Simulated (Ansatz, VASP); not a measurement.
**One calculation of NaF, two programs**

The input POSCAR:

```
NaF
1.0
    0.0000000000      2.2971680881      2.2971680881
    2.2971680881      0.0000000000      2.2971680881
    2.2971680881      2.2971680881      0.0000000000
Na F
1 1
Direct
    0.0000000000      0.0000000000      0.0000000000
    0.5000000000      0.5000000000      0.5000000000
```

File INCAR.step1:

```
  PREC = Accurate
  ENCUT = 520
  EDIFF = 1E-5
  ISMEAR = 0
  SIGMA = 0.01
  LREAL = False
  LASPH = True
  NELM = 60
  ALGO = Normal
  ISIF = 2
  LWAVE = True
  LCHARG = False
  GGA = PE
  NBANDS = 14
```

File INCAR.step2:

```
  PREC = Accurate
  ENCUT = 520
  EDIFF = 1E-6
  ISMEAR = 0
  SIGMA = 0.01
  LREAL = False
  LASPH = True
  NELM = 60
  ALGO = Normal
  ISIF = 2
  LWAVE = False
  LCHARG = False
  GGA = PE
  LHFCALC = True
  AEXX = 0.2
  HFSCREEN = 0.2078
  PRECFOCK = Normal
  ISTART = 1
  NBANDS = 14
```

The input KPOINTS:

```
regular mesh
0
Gamma
  4 4 4
```

Input for Ansatz:

```yaml
crystal:
  lattice:
    - [0.0, 2.2971680881, 2.2971680881]
    - [2.2971680881, 0.0, 2.2971680881]
    - [2.2971680881, 2.2971680881, 0.0]
  atoms:
    - { symbol: Na, position: [0.0, 0.0, 0.0] }
    - { symbol: F, position: [0.5, 0.5, 0.5] }
kpoints:
  mp_grid: { grid: [4, 4, 4] }
hamiltonian:
  xc:
    exchange: pbe
    correlation: pbe
    exx: { coeff: 0.2, omega: 0.2078 }
scf:
  occupations: { method: fixed }
  n_extra_bands: 4
output:
  forces: true
  stress: true
  eigenvalues: true
```

Alike in both runs: task single point; functional PBE-based screened hybrid; k mesh 4 × 4 × 4; no spin polarisation.

|  | VASP | Ansatz |
| --- | --- | --- |
| version | VASP 6.6.1 | Ansatz 0.2.0 |
| potentials or method | VASP PAW PBE potentials, release 64 (Na_pv, F) | plane waves |
| plane-wave cutoff (eV) | 520 | 420 |
| occupations | gaussian, width 0.01 eV | fixed |
| valence electrons in the cell | 14 | 16 |

|  | VASP | Ansatz | Ansatz less VASP |
| --- | --- | --- | --- |
| gap on the k mesh at the Fermi level (eV) | 8.17 | 8.19 | +0.027 |
| pressure (GPa) | 2.0 | 1.9 | -0.07 |

VASP's potentials were made for PBE, not for PBE-based screened hybrid. VASP's potentials hold 14 valence electrons a cell and Ansatz's 16, so a difference there can come from the potentials and not from the codes. Ansatz's warnings: stress exchange threshold loose, stress scf threshold loose.

The k mesh is coarse, so the values compare programs but aren't converged.
